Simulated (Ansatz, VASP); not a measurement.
Two plane-wave programs on BaTiO3

Contents of POSCAR:

```
BaTiO3
1.0
    3.9631984559      0.0000000000      0.0000000000
    0.0000000000      2.8578841584      2.8741958894
    0.0000000000     -2.8578841584      2.8741958894
Ba Ti O
1 1 3
Direct
    0.0000000000      0.0049647913      0.0049647913
    0.5000000000      0.5205652018      0.5205652018
    0.5000000000      0.9767600036      0.4907771774
    0.5000000000      0.4907771774      0.9767600036
    0.0000000000      0.4868328260      0.4868328260
```

File INCAR.step1:

```
  PREC = Accurate
  ENCUT = 520
  ISMEAR = 0
  SIGMA = 0.01
  LREAL = F
  LASPH = T
  NELM = 80
  NBANDS = 28
  GGA = PE
  ALGO = Normal
  EDIFF = 1E-4
  LWAVE = T
  LCHARG = F
```

INCAR.step2

```
  PREC = Accurate
  ENCUT = 520
  EDIFF = 1E-6
  ISMEAR = 0
  SIGMA = 0.01
  LREAL = F
  LASPH = T
  NELM = 80
  ALGO = Normal
  ISIF = 2
  LWAVE = F
  LCHARG = F
  METAGGA = R2SCAN
  LMIXTAU = T
  NBANDS = 28
  ISTART = 1
```

KPOINTS

```
Automatic mesh
0
Gamma
  6 6 6
```

Input for Ansatz:

```yaml
crystal:
  lattice:
    - [3.9631984559, 0.0, 0.0]
    - [0.0, 2.8578841584, 2.8741958894]
    - [0.0, -2.8578841584, 2.8741958894]
  atoms:
    - { symbol: Ba, position: [0.0, 0.0049647913, 0.0049647913] }
    - { symbol: Ti, position: [0.5, 0.5205652018, 0.5205652018] }
    - { symbol: O, position: [0.5, 0.9767600036, 0.4907771774] }
    - { symbol: O, position: [0.5, 0.4907771774, 0.9767600036] }
    - { symbol: O, position: [0.0, 0.486832826, 0.486832826] }
kpoints:
  mp_grid: { grid: [6, 6, 6] }
  band_path:
    path:
      - [0.0, 0.0, 0.0]
      - [0.0, 0.5, 0.5]
      - [0.0, 0.5028295644, 0.4971704356]
      - [0.0, 0.4971704356, -0.4971704356]
      - [0.5, 0.0, 0.0]
      - [0.5, 0.4971704356, -0.4971704356]
      - [0.5, 0.5028295644, 0.4971704356]
      - [0.5, 0.5, 0.5]
      - [0.0, 0.5, 0.0]
    npoints: 1
hamiltonian:
  xc: r2scan
scf:
  occupations: { method: fixed }
  n_extra_bands: 5
output:
  forces: true
  stress: true
  eigenvalues: true
  write_density: true
  write_potential: true
  elf: true
  volumetric_format: npy
```

Alike in both runs: task single point; functional r2SCAN; k mesh 6 × 6 × 6; no spin polarisation.

|  | VASP | Ansatz |
| --- | --- | --- |
| version | VASP 6.6.1 | Ansatz 0.2.0 |
| potentials or method | VASP PAW PBE potentials, release 64 (Ba_sv, Ti_sv, O) | plane waves, PAW |
| plane-wave cutoff (eV) | 520 | 500 |
| occupations | gaussian, width 0.01 eV | fixed |
| valence electrons in the cell | 40 | 40 |

```tsv
	VASP	Ansatz	Ansatz less VASP
gap on the k mesh at the Fermi level (eV)	2.64	2.66	+0.016
pressure (GPa)	1.9	0.0	-1.91
traceless stress, the component that is largest in VASP (GPa)	0.10	0.01	-0.093
rms of the force components (eV/Å)	0.064	0.001	-0.0627
```

VASP's potentials were made for PBE, not for r2SCAN. Atom by atom the forces differ by 0.064 eV/Å (rms over components).

Spin-orbit coupling is off throughout.
